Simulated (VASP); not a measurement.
Bi2Se3, 5 atoms in the cell. It takes space group R-3m (No. 166, trigonal). The conventional cell has a = 4.143 Å, b = 4.143 Å, c = 28.636 Å, α = 90.00°, β = 90.00°, γ = 120.00°. Bi (site symmetry 3m) has 6 Se at 2.85 to 3.07 Å within 3.8 Å. Se (site symmetry -3m) has 6 Bi at 3.07 Å and 12 Se at 4.14 to 4.23 Å within 4.3 Å. Within 3.8 Å of Se (site symmetry 3m) lie 3 Bi at 2.85 Å and 3 Se at 3.52 Å. 

```yaml
Program: VASP 6.6.1
Task: single point
Functional: PBE
Dispersion: D3(BJ)
Potentials_or_basis: VASP PAW PBE potentials, release 64 (Bi_d, Se)
Cutoff: 520 eV
k_mesh: 5 × 5 × 5
Occupations: gaussian, width 0.01 eV
Spin: no spin polarisation
Dipole_correction: no
Further_INCAR_settings: ALGO = Normal; EDIFF = 1e-06; NBANDS = 32
```

Potentials or basis: VASP PAW PBE potentials, release 64 (Bi_d, Se).

Run with:

```sh
$ cat potpaw_PBE.64/Bi_d/POTCAR potpaw_PBE.64/Se/POTCAR > POTCAR
$ mpirun -np 1 vasp_std > vasp.out
```

Hardware: 1 thread of Intel(R) Xeon(R) Platinum 8259CL CPU @ 2.50GHz (Skylake/Cascade Lake), with other jobs on the host.

Problem. Estimate the wall time of this run.

Solution. It took 15 min on 1 thread of Intel(R) Xeon(R) Platinum 8259CL CPU @ 2.50GHz (Skylake/Cascade Lake) (shared host), peak memory 0.9 GiB. Counts: scf iterations 14, k points 19.
